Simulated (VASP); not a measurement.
# MgS (Fm-3m) in VASP: further runs, part 2 of 2

VASP 6.6.1. Earlier steps stand in the parts before.

### 4 G0W0 quasiparticle levels, PBE

Contents of POSCAR:

```
MgS
1.0
    0.0000000000      2.6015179362      2.6015179362
    2.6015179362      0.0000000000      2.6015179362
    2.6015179362      2.6015179362      0.0000000000
Mg S
1 1
Direct
    0.0000000000      0.0000000000      0.0000000000
    0.5000000000      0.5000000000      0.5000000000
```

Contents of INCAR.step1:

```
SYSTEM = MgS
  ALGO = Normal
  EDIFF = 1E-8
  ENCUT = 500
  GGA = PE
  ISMEAR = 0
  LASPH = .True.
  LCHARG = .False.
  LREAL = .False.
  LWAVE = .True.
  NELM = 60
  PREC = Accurate
  SIGMA = 0.01
```

Contents of INCAR.step2:

```
SYSTEM = MgS
  ALGO = Exact
  EDIFF = 1E-8
  ENCUT = 500
  GGA = PE
  ISMEAR = 0
  ISTART = 1
  LASPH = .True.
  LCHARG = .False.
  LOPTICS = .True.
  LREAL = .False.
  LWAVE = .True.
  NBANDS = 136
  NELM = 1
  PREC = Accurate
  SIGMA = 0.01
```

Contents of INCAR.step3:

```
SYSTEM = MgS
  ALGO = EVGW0
  EDIFF = 1E-8
  ENCUT = 500
  ENCUTGW = 140.0
  GGA = PE
  ISMEAR = 0
  ISTART = 1
  LASPH = .True.
  LCHARG = .False.
  LREAL = .False.
  LWAVE = .False.
  NBANDS = 136
  NBANDSGW = 12
  NELMGW = 1
  NOMEGA = 96
  OMEGAMAX = 20
  PREC = Accurate
  PRECFOCK = Fast
  SIGMA = 0.01
```

Contents of KPOINTS:

```
k-points
0
Gamma
  4 4 4
  0 0 0
```

Potentials or basis: VASP PAW PBE potentials, release 64 (Mg_GW, S_GW).

Run with:

```
cat potpaw_PBE.64/Mg_GW/POTCAR potpaw_PBE.64/S_GW/POTCAR > POTCAR
cp INCAR.step1 INCAR
mpirun -np 1 vasp_std > vasp.out
cp INCAR.step2 INCAR
mpirun -np 1 vasp_std > vasp.out
cp INCAR.step3 INCAR
mpirun -np 1 vasp_std > vasp.out
```

OUTCAR:

```text
SYSTEM = MgS
   EDIFF = 1E-8
   ENCUT = 500
   ENCUTGW = 140.0
   GGA = PE
   ISMEAR = 0
   ISTART = 1
   LASPH = .True.
   LREAL = .False.
   NELMGW = 1
   PREC = Accurate
   PRECFOCK = Fast

 ion  position               nearest neighbor table
   1  0.000  0.000  0.000-
   2  0.500  0.500  0.500-

  LATTYP: Found a face centered cubic cell.
 ALAT       =     5.2030358724

  Lattice vectors:

 A1 = (   0.0000000000,   2.6015179362,   2.6015179362)
 A2 = (   2.6015179362,   0.0000000000,   2.6015179362)
 A3 = (   2.6015179362,   2.6015179362,   0.0000000000)

Analysis of symmetry for initial positions (statically):
=====================================================================
 Subroutine PRICEL returns:
 Original cell was already a primitive cell.

 Routine SETGRP: Setting up the symmetry group for a
 face centered cubic supercell.

 Subroutine GETGRP returns: Found 48 space group operations
 (whereof 48 operations were pure point group operations)
 out of a pool of 48 trial point group operations.

The static configuration has the point symmetry O_h .

Analysis of symmetry for dynamics (positions and initial velocities):
=====================================================================
 Subroutine PRICEL returns:
 Original cell was already a primitive cell.

 Routine SETGRP: Setting up the symmetry group for a
[... 102 lines left out ...]
   EMIN   =  10.00;   EMAX   =-10.00  energy-range for DOS
   EFERMI =   0.00;   METHOD = LEGACY
   ISMEAR =     0;   SIGMA  =   0.01  broadening in eV -4-tet -1-fermi 0-gaus
   EFERMI_NEDOS =   21; number of points for ismear=-14 and -15
   IALGO  =     38    algorithm
   IMIX   =      4    mixing-type and parameters
     AMIX     =   0.40;   BMIX     =  1.00
     AMIX_MAG =   1.60;   BMIX_MAG =  1.00
  volume/ion in A,a.u.               =      17.61       118.82
  Fermi-wavevector in a.u.,A,eV,Ry     =   0.998929  1.887702 13.576701  0.997859
  Thomas-Fermi vector in A             =   2.131185
   LORBIT       =      0    0 simple, 1 ext, 2 COOP (PROOUT), +10 PAW based schemes
   GGA     = PE    functional components
   LHFCALC =     T    Hartree Fock is set to
   PRECFOCK=fast      Normal, Fast or Accurate (Low or Medium for compatibility)
   ENCUT4O =  -1.0   cutoff for four orbital integrals eV
   NKREDX  =     1    reduce k-point grid by
   NKREDY  =     1    reduce k-point grid by
   NKREDZ  =     1    reduce k-point grid by
   AEXX    =    1.0000 exact exchange contribution
   HFSCREEN=    0.0000 screening length (either q_TF or 0.3 A-1)
   HFSCREENC=   0.0000 screening length for correlation (either q_TF or 0.3 A-1)
   ENCUTFOCK=  -1.0 apply spherical cutoff to Coloumb kernel
   IVDW    =     0    specifies the selected vdW correction
   LEPSILON=     F    determine dielectric tensor
   LRPA    =     F    only Hartree local field effects (RPA)
   LRPAFORCE           =     F    calculate RPA forces
   ENCUTGW             = 140.0    cutoff for response function in eV
   ENCUTGWSOFT         = 112.0    soft cutoff for Coulomb kernel in GW response function in eV
   ENCUTLF             =  -1.0    cutoff for local field effects
   NELMGW              =     1    number of iterations in solving QP/BSE equation
   NELMHF              =     1    number of iterations in the inner HF iteration
   NKREDLFX            =     1    NKREDLFY  =   1   NKREDLFZ  =   1
 non-spin polarized calculation
 Gauss-broadening in eV      SIGMA  =   0.01
  energy-cutoff  :      500.00
  volume of cell :       35.21
 maximum number of plane-waves:       896
 NGX is ok and might be reduce to    28
  NGX = 16; NGY = 16; NGZ = 16
   NGX = 13   NGY = 13   NGZ = 13
 maximum number of plane-waves:       138

 QP shifts <psi_nk| G(iteration)W_0 |psi_nk>: iteration 1
 for sc-GW calculations column KS-energies equals QP-energies in previous step
 and V_xc(KS)=  KS-energies - (<T + V_ion + V_H > + <T+V_H+V_ion>^1  + <V_x>^1)

 k-point   1 :       0.0000    0.0000    0.0000
  band No.  KS-energies  QP-energies   sigma(KS)   V_xc(KS)     V^pw_x(r,r')   Z            occupation Imag(sigma)

      1      -8.9031      -9.7279     -13.7706     -12.5924     -20.8482       0.7000       2.0000       1.4494
      2       3.7694       2.8354     -14.5066     -13.2991     -16.2918       0.7735       2.0000       0.0315
      3       3.7694       2.8354     -14.5066     -13.2991     -16.2918       0.7735       2.0000       0.0315
      4       3.7694       2.8354     -14.5066     -13.2991     -16.2918       0.7735       2.0000       0.0315
      5       7.4664       8.0154      -9.3151     -10.0068      -5.3349       0.7936       0.0000      -0.0539
      6      11.6705      12.2257      -8.6477      -9.3531      -4.2292       0.7869       0.0000      -0.0706
      7      11.6705      12.2257      -8.6477      -9.3531      -4.2292       0.7869       0.0000      -0.0706
      8      11.6705      12.2257      -8.6477      -9.3531      -4.2292       0.7869       0.0000      -0.0706
      9      14.0200      14.7636      -9.5021     -10.4704      -4.5845       0.7679       0.0000      -0.1185
     10      14.0200      14.7636      -9.5021     -10.4704      -4.5845       0.7679       0.0000      -0.1185
     11      16.3030      16.2536      -7.3205      -7.2547      -1.8104       0.7503       0.0000      -0.2705
     12      16.9252      17.3679      -7.8479      -8.4478      -2.0448       0.7381       0.0000      -0.3542
[... 100 lines left out ...]
      1      -7.1745      -7.7714     -14.6618     -13.7976     -21.4358       0.6907       2.0000       1.0363
      2       0.5322      -0.5947     -12.7558     -11.2429     -15.3373       0.7449       2.0000       0.0640
      3       0.5322      -0.5947     -12.7558     -11.2429     -15.3373       0.7449       2.0000       0.0640
      4       1.4018       0.4008     -12.7943     -11.4684     -14.9863       0.7549       2.0000       0.0487
      5       8.9898       9.6395      -9.5533     -10.3801      -5.6087       0.7858       0.0000      -0.0599
      6      11.6928      12.2024      -9.3886     -10.0469      -4.8531       0.7741       0.0000      -0.0783
      7      11.6928      12.2024      -9.3886     -10.0469      -4.8531       0.7741       0.0000      -0.0783
      8      11.7890      12.3980      -8.5847      -9.3748      -3.8719       0.7708       0.0000      -0.0916
      9      18.0550      18.5269      -9.2049      -9.8361      -3.0984       0.7477       0.0000      -0.4754
     10      18.0550      18.5269      -9.2049      -9.8361      -3.0984       0.7477       0.0000      -0.4754
     11      19.3448      19.9370      -9.8381     -10.6351      -3.7099       0.7429       0.0000      -0.5368
     12      19.4521      20.2121     -11.0203     -12.0562      -4.7658       0.7336       0.0000      -0.4566
```

OUTCAR.step1:

```text
SYSTEM = MgS
   EDIFF = 1E-8
   ENCUT = 500
   GGA = PE
   ISMEAR = 0
   LASPH = .True.
   LREAL = .False.
[... 290 lines left out ...]
      0.00000      0.00000      0.00000         0.000000     -0.000000      0.000000
      2.60152      2.60152      2.60152        -0.000000      0.000000     -0.000000
 -----------------------------------------------------------------------------------
    total drift:                                0.000000      0.000000      0.000000

  FREE ENERGIE OF THE ION-ELECTRON SYSTEM (eV)
  ---------------------------------------------------
  free  energy   TOTEN  =        -8.4572042871 eV

  energy  without entropy=       -8.4572042871  energy(sigma->0) =       -8.45720429
```

It took 86 s on 1 thread of Intel Xeon Platinum 8559C (Emerald Rapids), shared host; peak memory 0.33 GiB.

Results:

| Quantity | Value |
| --- | --- |
| Quasiparticle gap | 4.25 eV |
| Least direct quasiparticle gap | 5.18 eV |
| Band gap of the starting levels on the mesh | 2.75 eV |
| Least direct gap of the starting levels on the mesh | 3.70 eV |

Caveat: the k points lie up to 0.52 Å⁻¹ apart; bands, screening cutoff and mesh are small and nothing is extrapolated, so the quasiparticle values aren't converged.
